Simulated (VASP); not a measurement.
A run of VASP 6.6.1 is set up as follows.

The input INCAR:

```
  PREC = Accurate
  ENCUT = 520
  EDIFF = 1E-6
  ISMEAR = 0
  SIGMA = 0.05
  LREAL = False
  LASPH = True
  NELM = 150
  ALGO = Normal
  ISIF = 2
  LWAVE = False
  LCHARG = False
  LMAXMIX = 4
  LDAU = True
  LDAUTYPE = 2
  LDAUL = 2 -1
  LDAUU = 4 0
  LDAUJ = 0 0
  LDAUPRINT = 1
  GGA = CA
  NBANDS = 33
```

Contents of KPOINTS:

```
Automatic mesh
0
Gamma
  4 4 7
```

Contents of POSCAR:

```
TaN
1.0
    5.1850002000      0.0000000000      0.0000000000
   -2.5925001000      4.4903418900      0.0000000000
    0.0000000000      0.0000000000      2.9080005300
Ta N
3 3
Direct
    0.0000000000      0.0000000000      0.0000000000
    0.3333333333      0.6666666667      0.5000000000
    0.6666666667      0.3333333333      0.5000000000
    0.5000000000      0.0000000000      0.0000000000
    0.5000000000      0.5000000000      0.0000000000
    0.0000000000      0.5000000000      0.0000000000
```

Potentials or basis: VASP PAW LDA potentials, release 64 (Ta_pv, N).

The run is started by

```console
$ cat potpaw_LDA.64/Ta_pv/POTCAR potpaw_LDA.64/N/POTCAR > POTCAR
$ mpirun -np 1 vasp_std > vasp.out
```

Problem. Estimate the band gap on the k mesh.

Solution. Zero (band 24 reaches 9.14 eV, above the bottom of band 25 at 7.48 eV).

Problem. Estimate the pressure.

Solution. 9.0 GPa.

Stress tensor (GPa, compression positive):
```
 8.43  0.00  0.00
 0.00  8.43  0.00
 0.00  0.00 10.01
```

Caveat: spin-orbit coupling is left out, which moves the levels of the heavy elements; U without spin polarisation on a metal has little footing.
